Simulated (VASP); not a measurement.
Wanted: the native input for a VASP 6.6.1 run.

| Property | Result |
| --- | --- |
| Task | relaxation of cell and atoms |
| Functional | PBE |
| Potentials or basis | VASP PAW PBE potentials, release 64 (Pb_d) |
| Cutoff | 600 eV |
| k mesh | 11 × 11 × 11 |
| Occupations | fermi-dirac, width 0.05 eV |
| Spin | no spin polarisation |
| Dipole correction | no |
| Further INCAR settings | ALGO = Normal; EDIFF = 1e-07; IBRION = 2; EDIFFG = -0.005; NSW = 45; ISIF = 3 |

The structure of Pb lies in POSCAR:

```
Pb
1.0
    0.0000000000      3.5292303156      3.5292303156
    3.5292303156      0.0000000000      3.5292303156
    3.5292303156      3.5292303156      0.0000000000
Pb
2
Direct
   -0.1250000000     -0.1250000000     -0.1250000000
    0.1250000000      0.1250000000      0.1250000000
```

This isn't the form of Pb at room conditions, which is fcc.

The input as run:

INCAR

```
ALGO = Normal ; EDIFF = 1E-7
EDIFFG = -0.005 ; ENCUT = 600
GGA = PE ; IBRION = 2
ISIF = 3 ; ISMEAR = -1
LASPH = T ; LCHARG = F
LREAL = F ; LWAVE = F
NELM = 80 ; NSW = 45
PREC = Accurate ; SIGMA = 0.05
```

KPOINTS

```
k-points
0
Gamma
  11 11 11
```

Potentials or basis: VASP PAW PBE potentials, release 64 (Pb_d).

The run is started by

```bash
$ cat potpaw_PBE.64/Pb_d/POTCAR > POTCAR
$ mpirun -np 1 vasp_std > vasp.out
```

Results of the run:

```
Pressure after relaxing : 0.0 GPa
Band gap on the k mesh  : zero (bands 14 and 15 overlap by 1.02 eV)
```

Caveat: the relaxation stopped at its first step, so nothing moved; spin-orbit coupling is left out, which moves the levels of the heavy elements.

It took 93 s on 1 thread of Intel(R) Xeon(R) Platinum 8375C CPU @ 2.90GHz (Ice Lake) (shared host), peak memory 0.28 GiB.
